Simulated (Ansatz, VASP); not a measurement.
## ZnS in VASP and in Ansatz

The input POSCAR:

```
ZnS
1.0
    3.8065185602      0.0000000000      0.0000000000
   -1.9032592801      3.2965417732      0.0000000000
    0.0000000000      0.0000000000      6.2448028839
Zn S
2 2
Direct
    0.3333333333      0.6666666667      0.0003440806
    0.6666666667      0.3333333333      0.5003440806
    0.3333333333      0.6666666667      0.3746559194
    0.6666666667      0.3333333333      0.8746559194
```

Contents of INCAR.step1:

```
SYSTEM = ZnS
ALGO = Normal ; EDIFF = 1E-4
ENCUT = 520 ; GGA = PE
ISMEAR = 0 ; LASPH = .True.
LCHARG = .False. ; LREAL = .False.
LWAVE = .True. ; NBANDS = 26
NELM = 80 ; PREC = Accurate
SIGMA = 0.02
```

File INCAR.step2:

```
SYSTEM = ZnS
ALGO = Normal ; EDIFF = 1E-6
ENCUT = 520 ; ISIF = 2
ISMEAR = 0 ; ISTART = 1
LASPH = .True. ; LCHARG = .True.
LELF = .True. ; LMIXTAU = .True.
LREAL = .False. ; LVHAR = .True.
LWAVE = .False. ; METAGGA = R2SCAN
NBANDS = 26 ; NELM = 80
PREC = Accurate ; SIGMA = 0.02
```

KPOINTS

```
k-points
0
Gamma
  6 6 4
  0 0 0
```

Input for Ansatz:

```yaml
crystal:
  lattice:
    - [3.8065185602, 0.0, 0.0]
    - [-1.9032592801, 3.2965417732, 0.0]
    - [0.0, 0.0, 6.2448028839]
  atoms:
    - { symbol: Zn, position: [0.3333333333, 0.6666666667, 0.0003440806] }
    - { symbol: Zn, position: [0.6666666667, 0.3333333333, 0.5003440806] }
    - { symbol: S, position: [0.3333333333, 0.6666666667, 0.3746559194] }
    - { symbol: S, position: [0.6666666667, 0.3333333333, 0.8746559194] }
basis:
  ecutwfc: 500
kpoints:
  mp_grid: { grid: [6, 6, 4] }
hamiltonian:
  xc: r2scan
scf:
  occupations: { method: gaussian, width: 0.02 }
output:
  forces: true
  stress: true
  eigenvalues: true
```

Alike in both runs: task single point; functional r2SCAN; k mesh 6 × 6 × 4; occupations gaussian, width 0.02 eV; no spin polarisation.

```csv
,VASP,Ansatz
version,VASP 6.6.1,Ansatz 0.2.0
potentials or method,"VASP PAW PBE potentials, release 64 (Zn, S), cutoff 520 eV","scalar-relativistic, plane waves, PAW"
valence electrons in the cell,36,36
```

VASP gave:

* gap on the k mesh at the Fermi level (eV): 2.79
* least direct gap on the mesh (eV): 2.79
* pressure (GPa): 0.1

Which values does Ansatz return?

gap on the k mesh at the Fermi level (eV): 2.78; least direct gap on the mesh (eV): 2.78; pressure (GPa): 0.0.

VASP's potentials were made for PBE, not for r2SCAN. With one functional, cell and mesh, what is left measures potentials, basis and numerics.
